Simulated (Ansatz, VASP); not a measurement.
**AlNi in VASP and in Ansatz**

The input INCAR:

```
SYSTEM = AlNi
PREC = Accurate ; ENCUT = 600
EDIFF = 1E-6 ; ISMEAR = 0
SIGMA = 0.1 ; LREAL = .FALSE.
LASPH = .TRUE. ; NELM = 120
ALGO = Normal ; ISIF = 2
LWAVE = .FALSE. ; LCHARG = .TRUE.
GGA = PE ; LELF = .TRUE.
LVHAR = .TRUE. ; NBANDS = 14
GGA_COMPAT = .FALSE.
```

Contents of KPOINTS:

```
Automatic mesh
0
G
  6 6 6
  0 0 0
```

POSCAR

```
AlNi
1.0
    2.8600000000      0.0000000000      0.0000000000
    0.0000000000      2.8600000000      0.0000000000
    0.0000000000      0.0000000000      2.8600000000
Ni Al
1 1
Direct
    0.0000000000      0.0000000000      0.0000000000
    0.5000000000      0.5000000000      0.5000000000
```

Input for Ansatz:

```yaml
crystal:
  lattice:
    - [2.86, 0.0, 0.0]
    - [0.0, 2.86, 0.0]
    - [0.0, 0.0, 2.86]
  atoms:
    - { symbol: Ni, position: [0.0, 0.0, 0.0] }
    - { symbol: Al, position: [0.5, 0.5, 0.5] }
basis:
  ecutwfc: 420
kpoints:
  mp_grid: { grid: [6, 6, 6] }
hamiltonian:
  xc: pbe
  pseudopotentials: { kind: paw, azcp: { folder: soft_1 } }
scf:
  occupations: { method: gaussian, width: 0.1 }
output:
  forces: true
  stress: true
  eigenvalues: true
```

Alike in both runs: task single point; functional PBE; k mesh 6 × 6 × 6; occupations gaussian, width 0.1 eV; no spin polarisation.

|  | VASP | Ansatz |
| --- | --- | --- |
| version | VASP 6.6.1 | Ansatz 0.2.0 |
| potentials or method | VASP PAW PBE potentials, release 64 (Ni, Al), cutoff 600 eV | scalar-relativistic, plane waves, PAW |
| valence electrons in the cell | 13 | 21 |

```csv
,VASP,Ansatz,Ansatz less VASP
gap on the k mesh at the Fermi level (eV),none,none,-
pressure (GPa),6.1,6.1,-0.02
```

A gap of «none» marks a metal or a gap that the smearing closes. With one functional, cell and mesh, what is left measures potentials, basis and numerics. VASP's potentials hold 13 valence electrons a cell and Ansatz's 21, so a difference there can come from the potentials and not from the codes.

The k mesh is coarse, so the values compare programs but aren't converged.
